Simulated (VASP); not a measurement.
# H in VASP: further runs, part 2 of 2

VASP 6.6.1.

## Step 5: Single point, PBE+D3(BJ)

Input file INCAR:

```
PREC = Accurate ; ENCUT = 520
EDIFF = 1E-6 ; ISMEAR = -1
SIGMA = 0.02 ; LREAL = Auto
LASPH = True ; NELM = 100
ALGO = Normal ; ISIF = 2
LWAVE = False ; LCHARG = False
GGA = PE ; IVDW = 12
NBANDS = 26
```

Input file KPOINTS:

```
Automatic mesh
0
Gamma
  1 1 1
```

Input file POSCAR:

```
H
1.0
    6.6943300000      0.0000000000      0.0000000000
    0.0000000000      6.6943300000      0.0000000000
    0.0000000000      0.0000000000      6.6943300000
H
20
Direct
    0.5133448754      1.0622123499      0.4859336185
    0.5593091467      1.1267744494      0.5599962954
    0.7571332755      0.3768711731     -0.0949609595
    0.6722704139      0.3172834324     -0.0498481551
    0.7769858970      0.7835287475      0.7154114004
    0.7476775122      0.7660811463      0.8301353534
    0.0339242314      0.0260518977     -0.0316835292
   -0.0327590663      0.0859383986      0.0294428270
    0.8861379705      0.7699351541      0.4044019342
    0.8727385713      0.6782456198      0.3372406200
    0.5164370445      0.8976253038      0.1164119486
    0.5980284808      0.8409504760      0.1780760733
    0.2870787667      0.4428075700      0.8069814306
    0.2462979865      0.3974706953      0.7083457194
    0.2226212332      0.6591548370      0.9812483101
    0.1661405996      0.6458749419      1.0800931535
    0.4096153013      0.4686503354      0.3435594003
    0.3369269217      0.5115373757      0.2694817853
   -0.0483543536      0.3843103044      0.4638253567
    0.0318627854      0.3588111133      0.3939901379
```

Potentials or basis: VASP PAW PBE potentials, release 64 (H).

Run with:

```
> cat potpaw_PBE.64/H/POTCAR > POTCAR
> mpirun -np 1 vasp_gam > vasp.out
```

OUTCAR:

```text
PREC = Accurate
   ENCUT = 520
   EDIFF = 1E-6
   ISMEAR = -1
   LREAL = Auto
   LASPH = True
   NELM = 100
   ISIF = 2
   GGA = PE
   IVDW = 12
 IVDW          = 12

 ion  position               nearest neighbor table
   1  0.513  0.062  0.486-   2 0.73
   2  0.559  0.127  0.560-   1 0.73
   3  0.757  0.377  0.905-   4 0.76
   4  0.672  0.317  0.950-   3 0.76
   5  0.777  0.784  0.715-   6 0.80
   6  0.748  0.766  0.830-   5 0.80
[... 12 lines left out ...]
  19  0.952  0.384  0.464-  20 0.73
  20  0.032  0.359  0.394-  19 0.73

  LATTYP: Found a simple cubic cell.
 ALAT       =     6.6943300000

  Lattice vectors:

 A1 = (   6.6943300000,   0.0000000000,   0.0000000000)
 A2 = (   0.0000000000,   6.6943300000,   0.0000000000)
 A3 = (   0.0000000000,   0.0000000000,   6.6943300000)

Analysis of symmetry for initial positions (statically):
[... 187 lines left out ...]
 val. band max:       -8.3540602987   @ k =   0.0000   0.0000   0.0000
 cond. band min:       0.5041920076   @ k =   0.0000   0.0000   0.0000
 fundamental gap:      8.8582523063
 Fermi energy:        -7.8667000016

 k-point     1 :       0.0000    0.0000    0.0000
  band No.  band energies     occupation
      1     -10.6700      2.00000
      2      -9.7802      2.00000
      3      -9.6023      2.00000
      4      -9.4150      2.00000
      5      -9.3133      2.00000
      6      -8.9857      2.00000
[... 14 lines left out ...]
     21       3.1785      0.00000
     22       3.2526      0.00000
 [bands above 22 left out]

------------------------ aborting loop because EDIFF is reached ----------------------------------------

 Edisp (eV)   -0.29851

 E8    (eV) :    -0.0524

  FORCE on cell =-STRESS in cart. coord.  units (eV):
  Direction    XX          YY          ZZ          XY          YZ          ZX
  --------------------------------------------------------------------------------------
  -------------------------------------------------------------------------------------
  Total       0.03613     0.44617    -0.96126    -0.44178     0.55107    -0.07379
  in kB       0.19295     2.38279    -5.13369    -2.35939     2.94305    -0.39407
  external pressure =       -0.85 kB  Pullay stress =        0.00 kB

 VOLUME and BASIS-vectors are now :
 -----------------------------------------------------------------------------
  energy-cutoff  :      520.00
  volume of cell :      300.00
      direct lattice vectors                 reciprocal lattice vectors
     6.694330000  0.000000000  0.000000000     0.149380147  0.000000000  0.000000000
     0.000000000  6.694330000  0.000000000     0.000000000  0.149380147  0.000000000
     0.000000000  0.000000000  6.694330000     0.000000000  0.000000000  0.149380147

 POSITION                                       TOTAL-FORCE (eV/Angst)
 -----------------------------------------------------------------------------------
      3.43650      0.41647      3.25300        -0.365212     -0.518975     -0.606850
      3.74420      0.84867      3.74880         0.377224      0.531236      0.621836
      5.06850      2.52290      6.05863        -0.205591     -0.115809      0.103907
      4.50040      2.12400      6.36063         0.172982      0.148719     -0.087479
      5.20140      5.24520      4.78920        -0.369015     -0.232453      1.406204
      5.00520      5.12840      5.55720         0.346099      0.220257     -1.401537
[... 12 lines left out ...]
      6.37063      2.57270      3.10500        -0.426000      0.053855      0.389852
      0.21330      2.40200      2.63750         0.431115     -0.215891     -0.365178
 -----------------------------------------------------------------------------------
    total drift:                               -0.000437     -0.000795     -0.000312

  FREE ENERGIE OF THE ION-ELECTRON SYSTEM (eV)
  ---------------------------------------------------
  free  energy   TOTEN  =       -67.7524611102 eV

  energy  without entropy=      -67.7524611101  energy(sigma->0) =      -67.75246111
```

OSZICAR:

```text
N       E                     dE             d eps       ncg     rms          rms(c)
DAV:   1     0.367320310500E+02    0.36732E+02   -0.66560E+03    52   0.552E+02
DAV:   2    -0.628084699370E+02   -0.99541E+02   -0.94964E+02    62   0.111E+02
DAV:   3    -0.730973045468E+02   -0.10289E+02   -0.10255E+02    72   0.378E+01
DAV:   4    -0.731856621810E+02   -0.88358E-01   -0.88342E-01    64   0.452E+00
DAV:   5    -0.731861820680E+02   -0.51989E-03   -0.51987E-03    64   0.356E-01    0.138E+01
DAV:   6    -0.693516138684E+02    0.38346E+01   -0.13515E+00    56   0.402E+00    0.757E+00
DAV:   7    -0.674082364224E+02    0.19434E+01   -0.32936E+00    60   0.652E+00    0.875E-01
DAV:   8    -0.674683247425E+02   -0.60088E-01   -0.79754E-02    56   0.119E+00    0.625E-01
DAV:   9    -0.674537894631E+02    0.14535E-01   -0.20006E-02    72   0.523E-01    0.794E-02
DAV:  10    -0.674540906601E+02   -0.30120E-03   -0.50512E-04    56   0.107E-01    0.406E-02
DAV:  11    -0.674539624156E+02    0.12824E-03   -0.26201E-04    54   0.833E-02    0.121E-02
DAV:  12    -0.674539600227E+02    0.23929E-05   -0.11792E-05    64   0.174E-02    0.881E-03
DAV:  13    -0.674539553569E+02    0.46658E-05   -0.76457E-06    52   0.191E-02    0.300E-03
DAV:  14    -0.674539555539E+02   -0.19703E-06   -0.40137E-06    64   0.100E-02
   1 F= -.67752461E+02 E0= -.67752461E+02  d E =-.265129E-10
```

stdout:

```text
POSCAR found type information on POSCAR H
 POSCAR found :  1 types and      20 ions
 scaLAPACK will be used
 LDA part: xc-table for (Slater+PW92), standard interpolation
 POSCAR, INCAR and KPOINTS ok, starting setup
 FFT: planning ... GRIDC
 FFT: planning ... GRID_SOFT
 FFT: planning ... GRID
 WAVECAR not read
 entering main loop
```

Wall time 18 s (1 thread of AMD EPYC 7R13 (Zen 3), shared host); peak memory 0.28 GiB.

Results:

```yaml
Free_energy: -67.7525 eV
Pressure: -0.1 GPa
Largest_force: 1.472 eV/Å
Band_gap_on_the_k_mesh: 8.86 eV
Dispersion_energy_per_atom: -0.015 eV
```

Forces in eV/Å, atoms in the order of the input:
```
H   -0.365 -0.519 -0.607
H    0.377  0.531  0.622
H   -0.206 -0.116  0.104
H    0.173  0.149 -0.087
H   -0.369 -0.232  1.406
H    0.346  0.220 -1.402
H    0.544 -0.480 -0.470
H   -0.510  0.479  0.492
H   -0.076 -0.390 -0.376
H    0.055  0.514  0.324
H    0.691 -0.481  0.504
H   -0.698  0.497 -0.531
H   -0.271 -0.393 -0.779
H    0.319  0.285  0.638
H   -0.343  0.003  0.498
H    0.204  0.161 -0.484
H   -0.029 -0.008  0.008
H    0.152 -0.059  0.115
H   -0.426  0.054  0.390
H    0.431 -0.216 -0.365
```

Stress tensor (GPa, compression positive):
```
 0.02 -0.24 -0.04
-0.24  0.24  0.29
-0.04  0.29 -0.51
```

Levels at points of the mesh, in eV from the valence-band top:
```csv
k point,band 8,band 9,band 10,band 11,band 12,band 13
"(0.00, 0.00, 0.00)",-0.37,-0.24,0.00,8.86,9.14,9.35
```

Caveat: the k points lie up to 0.94 Å⁻¹ apart.

## Step 6: Single point, PBE+D3(BJ)

Input file INCAR:

```
SYSTEM = H
PREC     = Accurate       ! precision mode
ENCUT    = 520            ! plane-wave cutoff, eV
EDIFF    = 1E-7           ! SCF threshold, eV
ISMEAR   = -1             ! smearing method
SIGMA    = 0.02           ! smearing width, eV
LREAL    = Auto         
LASPH    = .TRUE.         ! aspherical terms in the spheres
NELM     = 100            ! most SCF steps
ALGO     = Normal         ! electronic algorithm
ISIF     = 2              ! what is computed and relaxed
LWAVE    = .FALSE.        ! write WAVECAR
LCHARG   = .FALSE.        ! write CHGCAR
GGA      = PE             ! functional
IVDW     = 12             ! dispersion correction
NBANDS   = 26             ! bands
```

Input file KPOINTS:

```
Automatic mesh
0
G
  1 1 1
  0 0 0
```

Input file POSCAR:

```
H
1.0
    6.6943300000      0.0000000000      0.0000000000
    0.0000000000      6.6943300000      0.0000000000
    0.0000000000      0.0000000000      6.6943300000
H
20
Direct
    0.5234728494      1.1325405231      0.5281932621
    0.5657026170      1.1155261243      0.6334166377
    0.5677192490      0.1881592333      0.0684310454
    0.6428724010      0.2475378417      0.0127421265
    0.6967388820      0.7627051550      0.7924766183
    0.6215707920      0.8013199230      0.7159342309
    0.0693572023      0.1015187480     -0.1937012367
    0.1402530201      0.0353881568     -0.2569637290
    1.0076437821      0.9161484420      0.2554998036
    0.9974709941      1.0185335948      0.2986109140
    0.4502616393      0.7959422377      0.2295375340
    0.4816613462      0.8962510064      0.2096998505
    0.2923966999      0.3469204536      0.7342781130
    0.3327144016      0.3592144397      0.8338698570
    0.2172136719      0.5869444739      1.0211477474
    0.1684261158      0.6617839276      0.9556594909
    0.4528011018      0.4208636264      0.3904050144
    0.4759251486      0.5280886960      0.3965146624
   -0.0981278186      0.3695216698      0.4052832770
   -0.0526863779      0.3151771723      0.4969877493
```

Potentials or basis: VASP PAW PBE potentials, release 64 (H).

Run with:

```
> cat potpaw_PBE.64/H/POTCAR > POTCAR
> mpirun -np 1 vasp_gam > vasp.out
```

Wall time 20 s (1 thread of AMD EPYC 7R13 (Zen 3), shared host); peak memory 0.28 GiB.

It converged, with:

```yaml
Free_energy: -67.7232 eV
Pressure: 0.4 GPa
Largest_force: 1.251 eV/Å
Band_gap_on_the_k_mesh: 8.66 eV
Dispersion_energy_per_atom: -0.015 eV
```

Forces in eV/Å, atoms in the order of the input:
```
H    0.259 -0.142  0.550
H   -0.227  0.073 -0.618
H   -0.161 -0.139  0.133
H    0.208  0.159 -0.114
H   -0.276  0.116 -0.278
H    0.303 -0.187  0.300
H    0.448 -0.582 -0.451
H   -0.582  0.375  0.459
H    0.018 -0.079 -0.043
H   -0.020  0.045  0.014
H   -0.370 -1.127  0.218
H    0.388  1.170 -0.217
H   -0.247 -0.041 -0.777
H    0.366  0.146  0.701
H    0.052 -0.101  0.203
H   -0.157  0.247 -0.098
H   -0.099 -0.448 -0.041
H    0.099  0.471  0.030
H    0.317 -0.359  0.653
H   -0.320  0.403 -0.625
```

Stress tensor (GPa, compression positive):
```
 0.03  0.42 -0.15
 0.42  1.14  0.10
-0.15  0.10 -0.07
```

Levels at points of the mesh, in eV from the valence-band top:
```tsv
k point	band 7	band 8	band 9	band 10	band 11	band 12	band 13	band 14
(0.00, 0.00, 0.00)	-0.65	-0.45	-0.38	0.00	8.66	9.08	9.42	9.63
```

Caveat: the k points lie up to 0.94 Å⁻¹ apart.
